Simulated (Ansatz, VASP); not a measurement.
## One calculation of AgCl, two programs

The input INCAR:

```
SYSTEM = AgCl
PREC = Accurate
ENCUT = 630
EDIFF = 1E-6
ISMEAR = -1
SIGMA = 0.02
LREAL = .False.
LASPH = .True.
NELM = 120
ALGO = Normal
ISIF = 2
LWAVE = .False.
LCHARG = .False.
GGA = PE
NBANDS = 20
GGA_COMPAT = .False.
```

Contents of KPOINTS:

```
regular mesh
0
Gamma
  8 8 8
  0 0 0
```

File POSCAR:

```
AgCl
1.0
    3.3955880419      0.0000000000      0.0000000000
    0.0000000000      3.3955880419      0.0000000000
    0.0000000000      0.0000000000      3.1966065826
Ag Cl
1 1
Direct
    0.0000000000      0.0000000000      0.0000000000
    0.5000000000      0.5000000000      0.5000000000
```

Input for Ansatz:

```yaml
crystal:
  lattice:
    - [3.3955880419, 0.0, 0.0]
    - [0.0, 3.3955880419, 0.0]
    - [0.0, 0.0, 3.1966065826]
  atoms:
    - { symbol: Ag, position: [0.0, 0.0, 0.0] }
    - { symbol: Cl, position: [0.5, 0.5, 0.5] }
kpoints:
  mp_grid: { grid: [8, 8, 8] }
  band_path:
    path: [[0.0, 0.0, 0.0], [0.0, 0.5, 0.0], [0.5, 0.5, 0.0], [0.5, 0.5, 0.5]]
    npoints: 1
hamiltonian:
  xc: pbe
scf:
  occupations: { method: fermi_dirac, width: 0.02 }
  n_extra_bands: 4
output:
  forces: true
  stress: true
  eigenvalues: true
```

Change from the starting cell: uniaxial_z strain -5.9%.

Alike in both runs: task single point; functional PBE; k mesh 8 × 8 × 8; occupations fermi-dirac, width 0.02 eV; no spin polarisation.

|  | VASP | Ansatz |
| --- | --- | --- |
| version | VASP 6.6.1 | Ansatz 0.2.0 |
| potentials or method | VASP PAW PBE potentials, release 64 (Ag_sv_GW, Cl) | plane waves, PAW |
| plane-wave cutoff (eV) | 630 | 420 |
| valence electrons in the cell | 26 | 26 |

VASP gave:

* pressure (GPa): 5.4
* traceless stress, the component that is largest in VASP (GPa): 2.50

Problem. What did Ansatz give for the same quantities?

Solution. Pressure (GPa): 5.6; traceless stress, the component that is largest in VASP (GPa): 2.50.

With one functional, cell and mesh, what is left measures potentials, basis and numerics.
